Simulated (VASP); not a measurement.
# MnO (P6_3mc) in VASP: further runs

MnO is run at these levels: PBEsol; tasks: electric field gradients.

Program: VASP 6.6.1. These are calculated values, not measurements. Logs are shortened: lines on timing, memory, paths and dates and some standing lists are left out, and cuts for length are marked.

### Step 1. The cell of the first run

It takes space group P6_3mc (No. 186, hexagonal). The conventional cell has a = 3.304 Å, b = 3.304 Å, c = 5.386 Å, α = 90.00°, β = 90.00°, γ = 120.00°. Mn (site symmetry 3m) has 4 O at 1.96 to 2.04 Å within 2.6 Å. Within 2.6 Å of O (site symmetry 3m) lie 4 Mn at 1.96 to 2.04 Å.

### Step 2. Electric field gradients, PBEsol, collinear spin, ferromagnetic start (equal xx and yy strain of -2 %)

Input file INCAR:

```
ALGO = Normal ; EDIFF = 1E-8
ENCUT = 520 ; GGA = PS
ISIF = 2 ; ISMEAR = -1
ISPIN = 2 ; LASPH = True
LCHARG = False ; LEFG = True
LMAXMIX = 4 ; LORBIT = 11
LREAL = False ; LWAVE = False
MAGMOM = 4 4 0 0 ; NBANDS = 31
NELM = 150 ; PREC = Accurate
SIGMA = 0.05
```

Input file KPOINTS:

```
k-points
0
Gamma
  14 14 8
```

Input file POSCAR:

```
MnO
1.0
    3.3042669107      0.0000000000      0.0000000000
   -1.6521334553      2.8615790855      0.0000000000
    0.0000000000      0.0000000000      5.3855000000
Mn O
2 2
Direct
    0.3333333333      0.6666666667      0.0109600000
    0.6666666667      0.3333333333      0.5109600000
    0.3333333333      0.6666666667      0.3754700000
    0.6666666667      0.3333333333      0.8754700000
```

Potentials or basis: VASP PAW PBE potentials, release 64 (Mn_pv, O).

Command:

```bash
> cat potpaw_PBE.64/Mn_pv/POTCAR potpaw_PBE.64/O/POTCAR > POTCAR
> mpirun -np 1 vasp_std > vasp.out
```

OUTCAR:

```text
EDIFF = 1E-8
   ENCUT = 520
   GGA = PS
   ISIF = 2
   ISMEAR = -1
   ISPIN = 2
   LASPH = True
   LORBIT = 11
   LREAL = False
   NELM = 150
   PREC = Accurate

 ion  position               nearest neighbor table
   1  0.333  0.667  0.011-   3 1.96   4 2.04   4 2.04   4 2.04
   2  0.667  0.333  0.511-   4 1.96   3 2.04   3 2.04   3 2.04
   3  0.333  0.667  0.375-   1 1.96   2 2.04   2 2.04   2 2.04
   4  0.667  0.333  0.875-   2 1.96   1 2.04   1 2.04   1 2.04

  LATTYP: Found a hexagonal cell.
 ALAT       =     3.3042669107
 C/A-ratio  =     1.6298622798

  Lattice vectors:

 A1 = (   3.3042669107,   0.0000000000,   0.0000000000)
 A2 = (  -1.6521334553,   2.8615790855,   0.0000000000)
 A3 = (   0.0000000000,   0.0000000000,   5.3855000000)

Analysis of symmetry for initial positions (statically):
=====================================================================
 Subroutine PRICEL returns:
 Original cell was already a primitive cell.

 Routine SETGRP: Setting up the symmetry group for a
 hexagonal supercell.

 Subroutine GETGRP returns: Found 12 space group operations
 (whereof  6 operations were pure point group operations)
 out of a pool of 24 trial point group operations.

The static configuration has the point symmetry C_3v.
 The point group associated with its full space group is C_6v.

Analysis of symmetry for dynamics (positions and initial velocities):
=====================================================================
 Subroutine PRICEL returns:
 Original cell was already a primitive cell.

 Routine SETGRP: Setting up the symmetry group for a
 hexagonal supercell.

 Subroutine GETGRP returns: Found 12 space group operations
 (whereof  6 operations were pure point group operations)
 out of a pool of 24 trial point group operations.

The dynamic configuration has the point symmetry C_3v.
 The point group associated with its full space group is C_6v.

Analysis of structural, dynamic, and magnetic symmetry:
=====================================================================
 Subroutine PRICEL returns:
 Original cell was already a primitive cell.

 Routine SETGRP: Setting up the symmetry group for a
 hexagonal supercell.

 Subroutine GETGRP returns: Found 12 space group operations
 (whereof  6 operations were pure point group operations)
 out of a pool of 24 trial point group operations.

The overall configuration has the point symmetry C_3v.
 The point group associated with its full space group is C_6v.

 Subroutine INISYM returns: Found 12 space group operations
 (whereof  6 operations are pure point group operations),
 and found     1 'primitive' translations

----------------------------------------------------------------------------------------

                                     Primitive cell

  volume of cell :      50.9222

  direct lattice vectors                    reciprocal lattice vectors
     3.304266911  0.000000000  0.000000000     0.302638990  0.174728702  0.000000000
    -1.652133455  2.861579085  0.000000000     0.000000000  0.349457405  0.000000000
     0.000000000  0.000000000  5.385500000     0.000000000  0.000000000  0.185683781

  length of vectors
     3.304266911  3.304266911  5.385500000     0.349457404  0.349457405  0.185683781

  position of ions in fractional coordinates (direct lattice)
     0.333333333  0.666666667  0.010960000
     0.666666667  0.333333333  0.510960000
     0.333333333  0.666666667  0.375470000
     0.666666667  0.333333333  0.875470000

  ion indices of the primitive-cell ions
   primitive index   ion index
                 1           1
                 2           2
                 3           3
                 4           4

----------------------------------------------------------------------------------------

 KPOINTS: k-points

Automatic generation of k-mesh.
 Grid dimensions read from file:
 generate k-points for:   14   14    8

 Generating k-lattice:

  Cartesian coordinates                     Fractional coordinates (reciprocal lattice)
     0.021617071  0.012480622  0.000000000     0.071428571  0.000000000  0.000000000
     0.000000000  0.024961243  0.000000000     0.000000000  0.071428571  0.000000000
     0.000000000  0.000000000  0.023210473     0.000000000  0.000000000  0.125000000

  Length of vectors
     0.024961243  0.024961243  0.023210473

  Shift w.r.t. Gamma in fractional coordinates (k-lattice)
     0.000000000  0.000000000  0.000000000

 Subroutine IBZKPT returns following result:
 ===========================================

 Found    120 irreducible k-points:

 Following reciprocal coordinates:
            Coordinates               Weight
  0.000000  0.000000  0.000000      1.000000
  0.071429  0.000000  0.000000      6.000000
  0.142857  0.000000  0.000000      6.000000
  0.214286 -0.000000  0.000000      6.000000
  0.285714  0.000000  0.000000      6.000000
  0.357143 -0.000000  0.000000      6.000000
[... 16 lines left out ...]
  0.285714  0.285714  0.000000      6.000000
  0.357143  0.285714  0.000000      6.000000
 [... further k-points ...]
   k-points           NKPTS =    120   k-points in BZ     NKDIM =    120   number of bands    NBANDS=     31
   number of dos      NEDOS =    301   number of ions     NIONS =      4
   total plane-waves  NPLWV =  31360
   dimension x,y,z NGX =    28 NGY =   28 NGZ =   40
   dimension x,y,z NGXF=    56 NGYF=   56 NGZF=   80
   ions per type =               2   2
   NGX,Y,Z   is equivalent  to a cutoff of  14.09, 14.09, 12.35 a.u.
   NGXF,Y,Z  is equivalent  to a cutoff of  28.18, 28.18, 24.70 a.u.
 SYSTEM =  unknown system
   PREC   = accura    normal or accurate (medium, high low for compatibility)
   ISTART =      0    job   : 0-new  1-cont  2-samecut
   ICHARG =      2    charge: 1-file 2-atom 10-const
   ISPIN  =      2    spin polarized calculation?
   LNONCOLLINEAR =      F non collinear calculations
   LSORBIT =      F    spin-orbit coupling
   LASPH  =      T    aspherical Exc in radial PAW
   ENCUT  =  520.0 eV  38.22 Ry    6.18 a.u.   6.14  6.14 10.01*2*pi/ulx,y,z
   NELM   =    150;   NELMIN=  2; NELMDL= -5     # of ELM steps
   EDIFF  = 0.1E-07   stopping-criterion for ELM
   LREAL  =      F    real-space projection
   EDIFFG = 0.1E-06   stopping-criterion for IOM
   NSW    =      0    number of steps for IOM
   IBRION =     -1    ionic relax: 0-MD 1-quasi-New 2-CG
   NFREE  =      0    steps in history (QN), initial steepest desc. (CG)
   ISIF   =      2    stress and relaxation
   ISYM   =      2    0-nonsym 1-usesym 2-fastsym
   POTIM  = 0.5000    time-step for ionic-motion
   TEBEG  =    0.0;   TEEND  =   0.0 temperature during run
   PSTRESS=    0.0 pullay stress
   NELECT =      38.0000    total number of electrons
   NUPDOWN=      -1.0000    fix difference up-down
   EMIN   =  10.00;   EMAX   =-10.00  energy-range for DOS
   EFERMI =   0.00;   METHOD = LEGACY
   ISMEAR =    -1;   SIGMA  =   0.05  broadening in eV -4-tet -1-fermi 0-gaus
   EFERMI_NEDOS =   21; number of points for ismear=-14 and -15
   IALGO  =     38    algorithm
   IMIX   =      4    mixing-type and parameters
     AMIX     =   0.40;   BMIX     =  1.00
     AMIX_MAG =   1.60;   BMIX_MAG =  1.00
  volume/ion in A,a.u.               =      12.73        85.91
  Fermi-wavevector in a.u.,A,eV,Ry     =   1.484911  2.806075 30.000307  2.204960
  Thomas-Fermi vector in A             =   2.598389
   LORBIT       =     11    0 simple, 1 ext, 2 COOP (PROOUT), +10 PAW based schemes
   GGA     = PS    functional components
   LHFCALC =     F    Hartree Fock is set to
   AEXX    =    0.0000 exact exchange contribution
   IVDW    =     0    specifies the selected vdW correction
   LEPSILON=     F    determine dielectric tensor
   LRPA    =     F    only Hartree local field effects (RPA)
 spin polarized calculation
  energy-cutoff  :      520.00
  volume of cell :       50.92
 maximum number of plane-waves:      1392
 NGX is ok and might be reduce to    28
   NGX = 13   NGY = 13   NGZ = 21

 number of electron      38.0000017 magnetization      10.0484199

 number of electron      38.0000017 magnetization       9.9279184

 Free energy of the ion-electron system (eV)
  ---------------------------------------------------
  ext. energy  EPLUGINS =         0.00000000
  ---------------------------------------------------
  free energy    TOTEN  =       -34.24123281 eV

  energy without entropy =      -34.23268685  energy(sigma->0) =      -34.23695983

 E-fermi :   6.2014     XC(G=0): -11.0413

 val. band max:        6.1994809275   @ k =   0.2857   0.0714   0.0000
 cond. band min:       6.2089181084   @ k =   0.0714   0.0000   0.0000
 fundamental gap:      0.0094371809
 Fermi energy:         6.2013661450

 spin component 1

 k-point     1 :       0.0000    0.0000    0.0000
  band No.  band energies     occupation
      1     -44.2830      1.00000
      2     -44.2734      1.00000
      3     -44.2734      1.00000
      4     -44.2670      1.00000
      5     -44.2670      1.00000
      6     -44.2399      1.00000
[... 805 lines left out ...]
     30      15.7977      0.00000
     31      16.1345      0.00000

 [... further k-points ...]

 spin component 2

 k-point     1 :       0.0000    0.0000    0.0000
  band No.  band energies     occupation
      1     -39.6765      1.00000
      2     -39.6433      1.00000
      3     -39.6433      1.00000
      4     -39.6350      1.00000
      5     -39.6350      1.00000
      6     -39.6189      1.00000
[... 805 lines left out ...]
     30      17.3999      0.00000
     31      17.7037      0.00000

 [... further k-points ...]

------------------------ aborting loop because EDIFF is reached ----------------------------------------

  FORCE on cell =-STRESS in cart. coord.  units (eV):
  Direction    XX          YY          ZZ          XY          YZ          ZX
  --------------------------------------------------------------------------------------
  -------------------------------------------------------------------------------------
  Total        1.3883489      1.3883489      3.0232425      0.0000000      0.0000000     -0.0000000
  in kB       43.6819771     43.6819771     95.1210544      0.0000000      0.0000000     -0.0000000
  external PRESSURE =      60.8283362 kB  Pullay stress =       0.0000000 kB

 VOLUME and BASIS-vectors are now :
 -----------------------------------------------------------------------------
  energy-cutoff  :      520.00
  volume of cell :       50.92
      direct lattice vectors                 reciprocal lattice vectors
     3.304266911  0.000000000  0.000000000     0.302638990  0.174728702  0.000000000
    -1.652133455  2.861579085  0.000000000     0.000000000  0.349457405  0.000000000
     0.000000000  0.000000000  5.385500000     0.000000000  0.000000000  0.185683781

 POSITION                                       TOTAL-FORCE (eV/Angst)
 -----------------------------------------------------------------------------------
     -0.00000      1.90772      0.05903         0.000000      0.000000     -0.454059
      1.65213      0.95386      2.75178         0.000000      0.000000     -0.454059
     -0.00000      1.90772      2.02209        -0.000000      0.000000      0.454059
      1.65213      0.95386      4.71484         0.000000      0.000000      0.454059
 -----------------------------------------------------------------------------------
    total drift:                               -0.000001     -0.000000      0.002270

  FREE ENERGIE OF THE ION-ELECTRON SYSTEM (eV)
  ---------------------------------------------------
  free  energy   TOTEN  =       -34.2412328117 eV

  energy  without entropy=      -34.2326868520  energy(sigma->0) =      -34.23695983

 Electric field gradients (V/A^2)
---------------------------------------------------------------------
 ion       V_xx      V_yy      V_zz      V_xy      V_xz      V_yz
---------------------------------------------------------------------
   1      10.201    10.205   -20.406     0.003     0.000    -0.000
   2      10.201    10.205   -20.406     0.003    -0.000     0.000
   3      -1.330    -1.329     2.659     0.001    -0.000     0.000
   4      -1.330    -1.329     2.659     0.001     0.000    -0.000
---------------------------------------------------------------------

 Electric field gradients after diagonalization (V/A^2)
 (convention: |V_zz| > |V_xx| > |V_yy|)
----------------------------------------------------------------------
 ion       V_xx      V_yy      V_zz     asymmetry (V_yy - V_xx)/ V_zz
----------------------------------------------------------------------
   1      10.206    10.199   -20.406       0.000
   2      10.206    10.199   -20.406       0.000
   3      -1.331    -1.328     2.659       0.001
   4      -1.331    -1.328     2.659       0.001
----------------------------------------------------------------------

           NMR quadrupolar parameters

 Cq : quadrupolar parameter    Cq=e*Q*V_zz/h
 eta: asymmetry parameters     (V_yy - V_xx)/ V_zz
 Q  : nuclear electric quadrupole moment in mb (millibarn)
----------------------------------------------------------------------
 ion       Cq(MHz)       eta       Q (mb)
----------------------------------------------------------------------
   1      -0.049       0.000       1.000
   2      -0.049       0.000       1.000
   3       0.006       0.001       1.000
   4       0.006       0.001       1.000
----------------------------------------------------------------------

 total charge

# of ion       s       p       d       tot
------------------------------------------
    1        0.252   6.253   4.971  11.476
    2        0.252   6.253   4.971  11.476
    3        1.552   3.459   0.000   5.010
    4        1.552   3.459   0.000   5.010
--------------------------------------------------
tot          3.608  19.422   9.941  32.972

 magnetization (x)

# of ion       s       p       d       tot
------------------------------------------
    1        0.037   0.068   4.263   4.367
    2        0.037   0.068   4.263   4.367
    3        0.020   0.186   0.000   0.206
    4        0.020   0.186   0.000   0.206
--------------------------------------------------
tot          0.113   0.507   8.525   9.145
```

Wall time 14 min (1 thread of Oxide Virtual Turin-like, shared host); peak memory 0.35 GiB.

Results:

```
Free energy                                           : -34.2412 eV
Pressure                                              : 6.1 GPa
Largest force                                         : 0.454 eV/Å
Net moment                                            : 9.93 μB per cell
Site moments                                          : Mn +4.37; O +0.21 μB
Largest electric field gradient by atom               : Mn -20.4; O +2.7 V/Å²
Valence electrons inside the program's atomic spheres : Mn 11.48; O 5.01
```

Forces on the atoms (eV/Å):
```
Mn   0.000  0.000 -0.454
Mn   0.000  0.000 -0.454
O    0.000  0.000  0.454
O    0.000  0.000  0.454
```

Levels at points of the mesh, in eV from the Fermi level:
Spin up:
```csv
k point,band 21,band 22,band 23,band 24,band 25,band 26,band 27,band 28
"(0.00, 0.00, 0.00)",-0.99,-0.99,0.11,0.11,0.11,3.74,5.42,11.88
"(0.50, 0.00, 0.00)",-2.03,-1.91,-0.86,-0.67,3.97,4.32,5.75,7.80
"(0.00, 0.00, 0.50)",-0.46,-0.46,-0.46,-0.46,1.15,1.15,8.27,8.27
"(0.50, 0.00, 0.50)",-1.28,-1.28,-1.27,-1.27,3.85,3.85,6.28,6.28
```
Spin down:
| k point | band 10 | band 11 | band 12 | band 13 | band 14 | band 15 | band 16 | band 17 | band 18 | band 19 |
| --- | --- | --- | --- | --- | --- | --- | --- | --- | --- | --- |
| (0.00, 0.00, 0.00) | -5.39 | -5.20 | -5.20 | -4.97 | -4.97 | -0.15 | 0.85 | 0.85 | 1.03 | 1.64 |
| (0.50, 0.00, 0.00) | -6.27 | -5.60 | -5.16 | -5.10 | -4.87 | 0.22 | 0.29 | 1.12 | 1.42 | 1.50 |
| (0.00, 0.00, 0.50) | -6.29 | -5.10 | -5.10 | -5.10 | -5.10 | 1.32 | 1.32 | 1.32 | 1.32 | 1.43 |
| (0.50, 0.00, 0.50) | -6.70 | -5.19 | -5.19 | -4.99 | -4.99 | 0.73 | 0.73 | 1.42 | 1.42 | 1.63 |

Electric field gradients, principal values (V/Å²):
```csv
atom,least,middle,greatest (by size)
1 Mn,10.199,10.206,-20.406
2 Mn,10.199,10.206,-20.406
3 O,-1.328,-1.331,2.659
4 O,-1.328,-1.331,2.659
```

Caveat: the cell differs from its parent crystal (equal xx and yy strain of -2 %); the cell stands under pressure; without QUAD_EFG the Cq values of the log hold for a quadrupole moment of 1 mb, not for the nuclei; the PAW data sets were made with another functional, which shifts forces and pressure a little; semilocal functionals often make such compounds metallic where correlation or magnetic order opens a gap, which also shifts bond lengths; only a ferromagnetic start was run, and an antiferromagnetic order may lie lower in energy.

(Continued in part 2 of 2.)
